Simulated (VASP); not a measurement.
Set up this calculation in VASP 6.6.1, as the native input.

```
Task                   : single point
Functional             : LDA
Potentials or basis    : VASP PAW LDA potentials, release 64 (Ni, Co, O)
Cutoff                 : 520 eV
k mesh                 : 9 × 9 × 6
Occupations            : fermi-dirac, width 0.05 eV
Spin                   : collinear spin, ferromagnetic start
Starting moments       : [1.0, 2.0, 0.0, 0.0] μB
Dipole correction      : no
Further INCAR settings : ALGO = Normal; EDIFF = 1e-06; NBANDS = 28
```

The structure of CoNiO2 lies in POSCAR:

```
CoNiO2
1.0
    3.0342960520      0.0000000000      0.0000000000
    0.0000000000      3.0342960520      0.0000000000
    0.0000000000      0.0000000000      4.2502479672
Ni Co O
1 1 2
Direct
    0.0000000000      0.0000000000      0.0000000000
    0.5000000000      0.5000000000      0.5000000000
    0.0000000000      0.0000000000      0.5000000000
    0.5000000000      0.5000000000      0.0000000000
```

One way to write it, as run:

INCAR

```
  PREC = Accurate
  ENCUT = 520
  EDIFF = 1E-6
  ISMEAR = -1
  SIGMA = 0.05
  LREAL = False
  LASPH = True
  NELM = 150
  ALGO = Normal
  ISIF = 2
  LWAVE = False
  LCHARG = True
  ISPIN = 2
  MAGMOM = 1 2 0 0
  LORBIT = 11
  LMAXMIX = 4
  LELF = True
  LVHAR = True
  NBANDS = 28
```

KPOINTS

```
Automatic mesh
0
Gamma
  9 9 6
```

Potentials or basis: VASP PAW LDA potentials, release 64 (Ni, Co, O).

The run is started by

```bash
$ cat potpaw_LDA.64/Ni/POTCAR potpaw_LDA.64/Co/POTCAR potpaw_LDA.64/O/POTCAR > POTCAR
$ mpirun -np 1 vasp_std > vasp.out
```

It gave:

| Property | Result |
| --- | --- |
| Pressure | -25.4 GPa |
| Net moment | 3.50 μB per cell |
| Site moments | Ni +0.62; Co +2.40; O +0.23, +0.17 μB |
| Valence electrons inside the program's atomic spheres | Ni 8.98; Co 7.80; O 4.90, 4.88 |

Caveat: the cell stands under tension.

Wall time 60 s on 1 thread of Intel(R) Xeon(R) 6975P-C (Granite Rapids), on a shared host, peak memory 0.22 GiB.
